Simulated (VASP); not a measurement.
# TiO2 (I4/mmm) in VASP: single point with HSE06

Aim: the single point of TiO2 with HSE06.

Everything below comes from runs of VASP 6.6.1. Logs are shortened: lines on timing, memory, paths and dates and some standing lists are left out, and cuts for length are marked.

## (1) The cell of the first run

Symmetry: I4/mmm, No. 139, tetragonal system. Conventional cell: a = 3.331 Å, b = 3.331 Å, c = 4.794 Å, α = 90.00°, β = 90.00°, γ = 90.00°. Within 2.7 Å of Ti (site symmetry 4/mmm) lie 8 O at 2.05 Å. O (site symmetry -4m2) has 4 Ti at 2.05 Å and 6 O at 2.36 to 2.40 Å within 2.7 Å.

## (2) Single point, HSE06 (biaxial xy strain -1.7%)

Input file POSCAR:

```
TiO2
1.0
    0.0000000000      2.3556018291      2.3968272579
    2.3556018291      0.0000000000      2.3968272579
    2.3556018291      2.3556018291      0.0000000000
Ti O
1 2
Direct
    0.0000000000      0.0000000000      0.0000000000
    0.2500000000      0.2500000000      0.2500000000
    0.7500000000      0.7500000000      0.7500000000
```

Input file INCAR.step1:

```
SYSTEM = TiO2
  ALGO = Normal
  EDIFF = 1E-5
  ENCUT = 520
  GGA = PE
  ISIF = 2
  ISMEAR = 0
  KPAR = 4
  LASPH = .TRUE.
  LREAL = .FALSE.
  LWAVE = .TRUE.
  NBANDS = 19
  NELM = 80
  PREC = Accurate
  SIGMA = 0.01
```

Input file INCAR.step2:

```
SYSTEM = TiO2
  ALGO = Normal
  EDIFF = 1E-7
  ENCUT = 520
  GGA = PE
  HFSCREEN = 0.2079
  ISIF = 2
  ISMEAR = 0
  ISTART = 1
  KPAR = 4
  LASPH = .TRUE.
  LCHARG = .TRUE.
  LHFCALC = .TRUE.
  LREAL = .FALSE.
  LVHAR = .TRUE.
  LWAVE = .FALSE.
  NBANDS = 19
  NELM = 80
  PREC = Accurate
  PRECFOCK = Normal
  SIGMA = 0.01
```

Input file KPOINTS:

```
k-points
0
G
  6 6 6
  0 0 0
```

Potentials or basis: VASP PAW PBE potentials, release 64 (Ti_sv, O).

Started as:

```sh
> cat potpaw_PBE.64/Ti_sv/POTCAR potpaw_PBE.64/O/POTCAR > POTCAR
> cp INCAR.step1 INCAR
> mpirun -np 4 vasp_std > vasp.out
> cp INCAR.step2 INCAR
> mpirun -np 4 vasp_std > vasp.out
```

OUTCAR:

```text
SYSTEM = TiO2
   EDIFF = 1E-7
   ENCUT = 520
   GGA = PE
   HFSCREEN = 0.2079
   ISIF = 2
   ISMEAR = 0
   ISTART = 1
   LASPH = .TRUE.
   LHFCALC = .TRUE.
   LREAL = .FALSE.
   NELM = 80
   PREC = Accurate
   PRECFOCK = Normal

 ion  position               nearest neighbor table
   1  0.000  0.000  0.000-   3 2.05   3 2.05   3 2.05   2 2.05   3 2.05   2 2.05   2 2.05   2 2.05

   2  0.250  0.250  0.250-   1 2.05   1 2.05   1 2.05   1 2.05
   3  0.750  0.750  0.750-   1 2.05   1 2.05   1 2.05   1 2.05

  LATTYP: Found a body centered tetragonal cell.
 ALAT       =     3.3313240543
 C/A-ratio  =     1.4389637387

  Lattice vectors:

 A1 = (  -2.3556018291,   0.0000000000,   2.3968272579)
 A2 = (   2.3556018291,   0.0000000000,   2.3968272579)
 A3 = (   0.0000000000,   2.3556018291,  -2.3968272579)

Analysis of symmetry for initial positions (statically):
=====================================================================
 Subroutine PRICEL returns:
 Original cell was already a primitive cell.

 Routine SETGRP: Setting up the symmetry group for a
 body centered tetragonal supercell.

 Subroutine GETGRP returns: Found 16 space group operations
 (whereof 16 operations were pure point group operations)
 out of a pool of 16 trial point group operations.

The static configuration has the point symmetry D_4h.

Analysis of symmetry for dynamics (positions and initial velocities):
=====================================================================
 Subroutine PRICEL returns:
 Original cell was already a primitive cell.

 Routine SETGRP: Setting up the symmetry group for a
 body centered tetragonal supercell.

 Subroutine GETGRP returns: Found 16 space group operations
 (whereof 16 operations were pure point group operations)
 out of a pool of 16 trial point group operations.

The dynamic configuration has the point symmetry D_4h.

 Subroutine INISYM returns: Found 16 space group operations
 (whereof 16 operations are pure point group operations),
 and found     1 'primitive' translations

----------------------------------------------------------------------------------------

                                     Primitive cell

  volume of cell :      26.5993

  direct lattice vectors                    reciprocal lattice vectors
     0.000000000  2.355601829  2.396827258    -0.212259981  0.212259981  0.208609110
     2.355601829  0.000000000  2.396827258     0.212259981 -0.212259981  0.208609110
     2.355601829  2.355601829  0.000000000     0.212259981  0.212259981 -0.208609110

  length of vectors
     3.360601268  3.360601268  3.331324054     0.365549395  0.365549395  0.365549395

  position of ions in fractional coordinates (direct lattice)
     0.000000000  0.000000000  0.000000000
     0.250000000  0.250000000  0.250000000
     0.750000000  0.750000000  0.750000000

  ion indices of the primitive-cell ions
   primitive index   ion index
                 1           1
                 2           2
                 3           3

----------------------------------------------------------------------------------------

 KPOINTS: k-points

Automatic generation of k-mesh.
 Grid dimensions read from file:
 generate k-points for:    6    6    6

 Generating k-lattice:

  Cartesian coordinates                     Fractional coordinates (reciprocal lattice)
    -0.035376664  0.035376664  0.034768185     0.166666667  0.000000000  0.000000000
     0.035376664 -0.035376664  0.034768185     0.000000000  0.166666667  0.000000000
     0.035376664  0.035376664 -0.034768185     0.000000000  0.000000000  0.166666667

  Length of vectors
     0.060924899  0.060924899  0.060924899

  Shift w.r.t. Gamma in fractional coordinates (k-lattice)
     0.000000000  0.000000000  0.000000000

 Subroutine IBZKPT returns following result:
 ===========================================

 Found     30 irreducible k-points:

 Following reciprocal coordinates:
            Coordinates               Weight
  0.000000  0.000000  0.000000      1.000000
  0.166667  0.000000  0.000000      8.000000
  0.333333  0.000000  0.000000      8.000000
  0.500000  0.000000  0.000000      4.000000
  0.166667  0.166667  0.000000      2.000000
  0.333333  0.166667  0.000000      8.000000
[... 16 lines left out ...]
  0.333333  0.000000  0.333333      4.000000
  0.500000 -0.000000  0.333333     16.000000
 [... further k-points ...]
   k-points           NKPTS =     30   k-points in BZ     NKDIM =    216   number of bands    NBANDS=     19
   number of dos      NEDOS =    301   number of ions     NIONS =      3
   total plane-waves  NPLWV =  21952
   dimension x,y,z NGX =    28 NGY =   28 NGZ =   28
   dimension x,y,z NGXF=    56 NGYF=   56 NGZF=   56
   ions per type =               1   2
   NGX,Y,Z   is equivalent  to a cutoff of  13.85, 13.85, 13.97 a.u.
   NGXF,Y,Z  is equivalent  to a cutoff of  27.70, 27.70, 27.95 a.u.
 SYSTEM =  TiO2
   PREC   = accura    normal or accurate (medium, high low for compatibility)
   ISTART =      1    job   : 0-new  1-cont  2-samecut
   ICHARG =      0    charge: 1-file 2-atom 10-const
   ISPIN  =      1    spin polarized calculation?
   LNONCOLLINEAR =      F non collinear calculations
   LSORBIT =      F    spin-orbit coupling
   LASPH  =      T    aspherical Exc in radial PAW
   ENCUT  =  520.0 eV  38.22 Ry    6.18 a.u.   6.25  6.25  6.19*2*pi/ulx,y,z
   NELM   =     80;   NELMIN=  2; NELMDL=  0     # of ELM steps
   EDIFF  = 0.1E-06   stopping-criterion for ELM
   LREAL  =      F    real-space projection
   EDIFFG = 0.1E-05   stopping-criterion for IOM
   NSW    =      0    number of steps for IOM
   IBRION =     -1    ionic relax: 0-MD 1-quasi-New 2-CG
   NFREE  =      0    steps in history (QN), initial steepest desc. (CG)
   ISIF   =      2    stress and relaxation
   ISYM   =      3    0-nonsym 1-usesym 2-fastsym
   POTIM  = 0.5000    time-step for ionic-motion
   TEBEG  =    0.0;   TEEND  =   0.0 temperature during run
   PSTRESS=    0.0 pullay stress
   NELECT =      24.0000    total number of electrons
   NUPDOWN=      -1.0000    fix difference up-down
   EMIN   =  10.00;   EMAX   =-10.00  energy-range for DOS
   EFERMI =   0.00;   METHOD = LEGACY
   ISMEAR =     0;   SIGMA  =   0.01  broadening in eV -4-tet -1-fermi 0-gaus
   EFERMI_NEDOS =   21; number of points for ismear=-14 and -15
   IALGO  =     38    algorithm
   IMIX   =      1    mixing-type and parameters
     AMIX     =   0.40;   BMIX     =  1.00
     AMIX_MAG =   1.60;   BMIX_MAG =  1.00
  volume/ion in A,a.u.               =       8.87        59.83
  Fermi-wavevector in a.u.,A,eV,Ry     =   1.581934  2.989422 34.048794  2.502516
  Thomas-Fermi vector in A             =   2.681934
   LORBIT       =      0    0 simple, 1 ext, 2 COOP (PROOUT), +10 PAW based schemes
   GGA     = PE    functional components
   LHFCALC =     T    Hartree Fock is set to
   PRECFOCK=normal    Normal, Fast or Accurate (Low or Medium for compatibility)
   ENCUT4O =  -1.0   cutoff for four orbital integrals eV
   NKREDX  =     1    reduce k-point grid by
   NKREDY  =     1    reduce k-point grid by
   NKREDZ  =     1    reduce k-point grid by
   AEXX    =    0.2500 exact exchange contribution
   HFSCREEN=    0.2079 screening length (either q_TF or 0.3 A-1)
   HFSCREENC=   0.2079 screening length for correlation (either q_TF or 0.3 A-1)
   ENCUTFOCK=  -1.0 apply spherical cutoff to Coloumb kernel
   IVDW    =     0    specifies the selected vdW correction
   LEPSILON=     F    determine dielectric tensor
   LRPA    =     F    only Hartree local field effects (RPA)
 non-spin polarized calculation
 Gauss-broadening in eV      SIGMA  =   0.01
  energy-cutoff  :      520.00
  volume of cell :       26.60
 maximum number of plane-waves:       726
 NGX is ok and might be reduce to    28
  NGX = 20; NGY = 20; NGZ = 20

 number of electron      23.9999998 magnetization

 Free energy of the ion-electron system (eV)
  ---------------------------------------------------
  ext. energy  EPLUGINS =         0.00000000
  ---------------------------------------------------
  free energy    TOTEN  =       -32.23894171 eV

  energy without entropy =      -32.23894171  energy(sigma->0) =      -32.23894171

 E-fermi :   7.3468     XC(G=0): -10.1742

 val. band max:        7.1374581004   @ k =   0.5000   0.0000   0.5000
 cond. band min:       9.6541080434   @ k =   0.0000   0.0000   0.0000
 fundamental gap:      2.5166499430
 Fermi energy:         7.3468316801

 k-point     1 :       0.0000    0.0000    0.0000
  band No.  band energies     occupation
      1     -55.1033      2.00000
      2     -29.5094      2.00000
      3     -29.5094      2.00000
      4     -29.5050      2.00000
      5     -14.8761      2.00000
      6     -10.5282      2.00000
[... 11 lines left out ...]
     18      16.4535      0.00000
     19      22.9078      0.00000

 k-point     2 :       0.1667    0.0000    0.0000
  band No.  band energies     occupation
      1     -55.0960      2.00000
      2     -29.5933      2.00000
      3     -29.5194      2.00000
      4     -29.5175      2.00000
      5     -14.5061      2.00000
      6     -10.9585      2.00000
[... 11 lines left out ...]
     18      17.4458      0.00000
     19      22.9810      0.00000

 k-point     3 :       0.3333    0.0000    0.0000
  band No.  band energies     occupation
      1     -55.0814      2.00000
      2     -29.7581      2.00000
      3     -29.5400      2.00000
      4     -29.5394      2.00000
      5     -13.6713      2.00000
      6     -11.7557      2.00000
[... 11 lines left out ...]
     18      18.8598      0.00000
     19      23.4079      0.00000

 k-point     4 :       0.5000    0.0000    0.0000
  band No.  band energies     occupation
      1     -55.0741      2.00000
      2     -29.8378      2.00000
      3     -29.5512      2.00000
      4     -29.5494      2.00000
      5     -13.1133      2.00000
      6     -12.2268      2.00000
[... 11 lines left out ...]
     18      18.9295      0.00000
     19      24.2583      0.00000

 k-point     5 :       0.1667    0.1667    0.0000
  band No.  band energies     occupation
      1     -55.0938      2.00000
      2     -29.5949      2.00000
      3     -29.5344      2.00000
      4     -29.5343      2.00000
      5     -14.3938      2.00000
      6     -11.0463      2.00000
[... 11 lines left out ...]
     18      17.4860      0.00000
     19      22.6706      0.00000

 k-point     6 :       0.3333    0.1667    0.0000
  band No.  band energies     occupation
      1     -55.0818      2.00000
      2     -29.7148      2.00000
      3     -29.5640      2.00000
      4     -29.5567      2.00000
      5     -13.7194      2.00000
      6     -11.6436      2.00000
[... 11 lines left out ...]
     18      18.8107      0.00000
     19      23.2796      0.00000

 k-point     7 :       0.5000    0.1667    0.0000
  band No.  band energies     occupation
      1     -55.0719      2.00000
      2     -29.8042      2.00000
      3     -29.6034      2.00000
      4     -29.5641      2.00000
      5     -13.0130      2.00000
      6     -12.2109      2.00000
[... 11 lines left out ...]
     18      19.4748      0.00000
     19      24.3296      0.00000

 k-point     8 :      -0.3333    0.1667    0.0000
  band No.  band energies     occupation
      1     -55.0741      2.00000
      2     -29.7805      2.00000
      3     -29.6102      2.00000
      4     -29.5492      2.00000
      5     -13.1619      2.00000
      6     -12.1296      2.00000
[... 256 lines left out ...]
 k-point    20 :      -0.3333    0.3333    0.1667
  band No.  band energies     occupation
      1     -55.0669      2.00000
      2     -29.7648      2.00000
      3     -29.6853      2.00000
      4     -29.5899      2.00000
      5     -12.6480      2.00000
      6     -12.3940      2.00000
[... 11 lines left out ...]
     18      20.1150      0.00000
     19      24.9114      0.00000

 k-point    21 :      -0.1667    0.3333    0.1667
  band No.  band energies     occupation
      1     -55.0715      2.00000
      2     -29.7655      2.00000
      3     -29.6333      2.00000
      4     -29.5757      2.00000
      5     -13.0222      2.00000
      6     -12.1705      2.00000
[... 11 lines left out ...]
     18      19.6241      0.00000
     19      23.9767      0.00000

 k-point    22 :      -0.3333    0.5000    0.1667
  band No.  band energies     occupation
      1     -55.0650      2.00000
      2     -29.7888      2.00000
      3     -29.6696      2.00000
      4     -29.6115      2.00000
      5     -12.5991      2.00000
      6     -12.3257      2.00000
[... 11 lines left out ...]
     18      20.5024      0.00000
     19      24.7504      0.00000

 k-point    23 :       0.3333    0.0000    0.3333
  band No.  band energies     occupation
      1     -55.0736      2.00000
      2     -29.7689      2.00000
      3     -29.5917      2.00000
      4     -29.5805      2.00000
      5     -13.2207      2.00000
      6     -12.0019      2.00000
[... 11 lines left out ...]
     18      18.9534      0.00000
     19      23.3062      0.00000

 k-point    24 :       0.5000   -0.0000    0.3333
  band No.  band energies     occupation
      1     -55.0663      2.00000
      2     -29.8077      2.00000
      3     -29.6379      2.00000
      4     -29.5960      2.00000
      5     -12.6873      2.00000
      6     -12.3324      2.00000
[... 11 lines left out ...]
     18      20.0777      0.00000
     19      23.9210      0.00000

 [... further k-points ...]
[... 5 lines left out ...]
  --------------------------------------------------------------------------------------
  -------------------------------------------------------------------------------------
  Total        1.8286042      1.8286042      0.0042318      0.0000000      0.0000000      0.0000000
  in kB      110.1437369    110.1437369      0.2548978      0.0000000      0.0000000      0.0000000
  external PRESSURE =      73.5141239 kB  Pullay stress =       0.0000000 kB

 VOLUME and BASIS-vectors are now :
 -----------------------------------------------------------------------------
  energy-cutoff  :      520.00
  volume of cell :       26.60
      direct lattice vectors                 reciprocal lattice vectors
     0.000000000  2.355601829  2.396827258    -0.212259981  0.212259981  0.208609110
     2.355601829  0.000000000  2.396827258     0.212259981 -0.212259981  0.208609110
     2.355601829  2.355601829  0.000000000     0.212259981  0.212259981 -0.208609110

 POSITION                                       TOTAL-FORCE (eV/Angst)
 -----------------------------------------------------------------------------------
      0.00000      0.00000      0.00000        -0.000000      0.000000      0.000000
      1.17780      1.17780      1.19841         0.000000      0.000000     -0.000000
      3.53340      3.53340      3.59524        -0.000000     -0.000000     -0.000000
 -----------------------------------------------------------------------------------
    total drift:                                0.000000     -0.000000     -0.000000

  FREE ENERGIE OF THE ION-ELECTRON SYSTEM (eV)
  ---------------------------------------------------
  free  energy   TOTEN  =       -32.2389417063 eV

  energy  without entropy=      -32.2389417063  energy(sigma->0) =      -32.23894171
```

Run time: 63 min. Hardware: 4 MPI ranks of Intel Xeon Platinum 8375C at 2.90GHz (Ice Lake), shared host; peak memory 0.26 GiB.

Results:

```yaml
Free_energy: -32.2389 eV
Pressure: 7.4 GPa
Band_gap_on_the_k_mesh: 2.52 eV (least direct gap 3.31 eV)
```

Stress tensor (GPa, compression positive):
```
11.01  0.00  0.00
 0.00 11.01  0.00
 0.00  0.00  0.03
```

Caveat: the cell differs from its parent crystal (biaxial xy strain -1.7%); the stress differs along the axes, from 0 to 11 GPa; the structure was generated, so it needn't be the stable form of TiO2; the PAW data sets were made with another functional, which shifts forces and pressure a little. A k mesh can miss the band edges.
